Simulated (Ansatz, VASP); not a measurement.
**AlSi16: VASP beside Ansatz**

```
CELL_PARAMETERS angstrom
0.00000 5.43000 5.43000
5.43000 0.00000 5.43000
5.43000 5.43000 0.00000
ATOMIC_POSITIONS crystal
Si 0.99951 0.99999 0.00020
Si 0.12329 0.12380 0.12384
Si 0.00088 0.00143 0.49880
Si 0.12328 0.12381 0.62898
Si 0.00074 0.49875 0.00163
Si 0.12328 0.62883 0.12391
Si 0.00071 0.49875 0.49879
Si 0.13742 0.62073 0.62088
Si 0.49823 0.00127 0.00163
Si 0.62841 0.12376 0.12386
Si 0.49820 0.00126 0.49876
Si 0.62014 0.13811 0.62080
Si 0.49812 0.49863 0.00155
Si 0.62000 0.62050 0.13860
Si 0.49921 0.49989 0.50035
Si 0.61995 0.62049 0.62076
Al 0.74917 0.74990 0.75036
```

Alike in both runs: functional PBE; k mesh 2 × 2 × 2; occupations gaussian, width 0.02 eV; collinear spin.

Ansatz relaxed the structure, and its values are those at the end. VASP's run is a single point on that final structure, the one shown.

|  | VASP | Ansatz |
| --- | --- | --- |
| version | VASP 6.6.1 | Ansatz 0.2.0 |
| potentials or method | VASP PAW PBE potentials, release 64 (Si, Al), cutoff 520 eV | scalar-relativistic, plane waves, PAW |
| valence electrons in the cell | 67 | 67 |

```tsv
	VASP	Ansatz	Ansatz less VASP
rms of the force components (eV/Å)	0.005	0.006	+0.0009
net moment per atom (μB)	0.01	0.01	0.000
```

With one functional, cell and mesh, what is left measures potentials, basis and numerics.

The k mesh is coarse, so the values compare programs but aren't converged.
